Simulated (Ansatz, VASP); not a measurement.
SiO2 in VASP and in Ansatz

File INCAR:

```
ALGO = Normal ; EDIFF = 1E-7
ENCUT = 520 ; ISIF = 2
ISMEAR = 0 ; LASPH = True
LCHARG = True ; LELF = True
LREAL = False ; LVHAR = True
LWAVE = False ; NBANDS = 25
NELM = 100 ; PREC = Accurate
SIGMA = 0.05
```

File KPOINTS:

```
k-points
0
Gamma
  6 6 6
```

File POSCAR:

```
SiO2
1.0
   -2.4624994460      2.4624994460      3.6436693974
    2.4624994460     -2.4624994460      3.6436693974
    2.4624994460      2.4624994460     -3.6436693974
Si O
2 4
Direct
    0.0000000000      0.0000000000      0.0000000000
    0.7500000000      0.2500000000      0.5000000000
    0.9742770065      0.6250000000      0.8492770065
    0.3750000000      0.2242770065      0.3492770065
    0.7757229935      0.1250000000      0.1507229935
    0.8750000000      0.0257229935      0.6507229935
```

Input for Ansatz:

```yaml
crystal:
  lattice:
    - [-2.462499446, 2.462499446, 3.6436693974]
    - [2.462499446, -2.462499446, 3.6436693974]
    - [2.462499446, 2.462499446, -3.6436693974]
  atoms:
    - { symbol: Si, position: [0.0, 0.0, 0.0] }
    - { symbol: Si, position: [0.75, 0.25, 0.5] }
    - { symbol: O, position: [0.9742770065, 0.625, 0.8492770065] }
    - { symbol: O, position: [0.375, 0.2242770065, 0.3492770065] }
    - { symbol: O, position: [0.7757229935, 0.125, 0.1507229935] }
    - { symbol: O, position: [0.875, 0.0257229935, 0.6507229935] }
basis:
  ecutwfc: 420
kpoints:
  mp_grid: { grid: [6, 6, 6] }
hamiltonian:
  xc: lda
scf:
  occupations: { method: gaussian, width: 0.05 }
output:
  forces: true
  stress: true
  eigenvalues: true
  write_density: true
  write_potential: true
  elf: true
  volumetric_format: npy
```

Alike in both runs: task single point; functional LDA; k mesh 6 × 6 × 6; occupations gaussian, width 0.05 eV; no spin polarisation.

|  | VASP | Ansatz |
| --- | --- | --- |
| version | VASP 6.6.1 | Ansatz 0.2.0 |
| potentials or method | VASP PAW LDA potentials, release 64 (Si, O), cutoff 520 eV | scalar-relativistic, plane waves, PAW |
| valence electrons in the cell | 32 | 32 |

```tsv
	VASP	Ansatz	Ansatz less VASP
gap on the k mesh at the Fermi level (eV)	5.76	5.76	+0.001
least direct gap on the mesh (eV)	5.76	5.76	+0.001
pressure (GPa)	0.6	0.0	-0.56
rms of the force components (eV/Å)	0.013	0.000	-0.0128
```

LDA's correlation is that of Perdew and Zunger in VASP and of Perdew and Wang (1992) in Ansatz. Atom by atom the forces differ by 0.013 eV/Å (rms over components).
